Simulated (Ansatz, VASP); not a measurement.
## Al in VASP and in Ansatz

File INCAR:

```
SYSTEM = Al
  PREC = Accurate
  ENCUT = 600
  EDIFF = 1E-6
  ISMEAR = 0
  SIGMA = 0.1
  LREAL = .False.
  LASPH = .True.
  NELM = 100
  ALGO = Fast
  ISIF = 3
  LWAVE = .False.
  LCHARG = .False.
  GGA = PS
  IBRION = 2
  NSW = 90
  EDIFFG = -0.04
```

KPOINTS

```
regular mesh
0
Gamma
  6 6 4
  0 0 0
```

File POSCAR:

```
Al
1.0
    3.7157348468      0.0000000000      0.0000000000
   -1.8578674235      3.2179207711      0.0000000000
    0.0000000000      0.0000000000      4.2156255675
Al
3
Direct
    0.2254000000      0.0000000000      0.3333333333
    0.0000000000      0.2254000000      0.6666666667
    0.7746000000      0.7746000000      0.0000000000
```

Input for Ansatz:

```yaml
crystal:
  lattice:
    - [3.7157348468, 0.0, 0.0]
    - [-1.8578674235, 3.2179207711, 0.0]
    - [0.0, 0.0, 4.2156255675]
  atoms:
    - { symbol: Al, position: [0.2254, 0.0, 0.3333333333] }
    - { symbol: Al, position: [0.0, 0.2254, 0.6666666667] }
    - { symbol: Al, position: [0.7746, 0.7746, 0.0] }
basis:
  ecutwfc: 420
kpoints:
  mp_grid: { grid: [6, 6, 4] }
hamiltonian:
  xc: pbesol
scf:
  occupations: { method: gaussian, width: 0.1 }
  lower_state_search: "off"
output:
  forces: true
  stress: true
  eigenvalues: true
relax:
  adjacent_minimum: "off"
  f_tol: 0.04
  max_steps: 70
  cell: { stress_tol: 0.4 }
```

Alike in both runs: task relaxation of cell and atoms; functional PBEsol; k mesh 6 × 6 × 4; occupations gaussian, width 0.1 eV; no spin polarisation.

```csv
,VASP,Ansatz
version,VASP 6.6.1,Ansatz 0.2.0
potentials or method,"VASP PAW PBE potentials, release 64 (Al), cutoff 600 eV","scalar-relativistic, plane waves, PAW"
valence electrons in the cell,9,9
```

|  | VASP | Ansatz | Ansatz less VASP |
| --- | --- | --- | --- |
| gap on the k mesh at the Fermi level, each at its own relaxed structure (eV) | none | none | - |
| relaxed volume (Å³/atom) | 19.70 | 17.23 | -2.473 |
| relaxed length of the cell vector where the two differ most in proportion (Å) | 4.554 | 3.171 | -1.3828 |

VASP's potentials were made for PBE, not for PBEsol. A gap of «none» marks a metal or a gap that the smearing closes. One of these differences is far larger than is usual between the two programs; its cause wasn't traced.

The k mesh is coarse, so the values compare programs but aren't converged. Noted on VASP's run: the volume moved by over 15 % at a fixed basis, so the end points are rough.
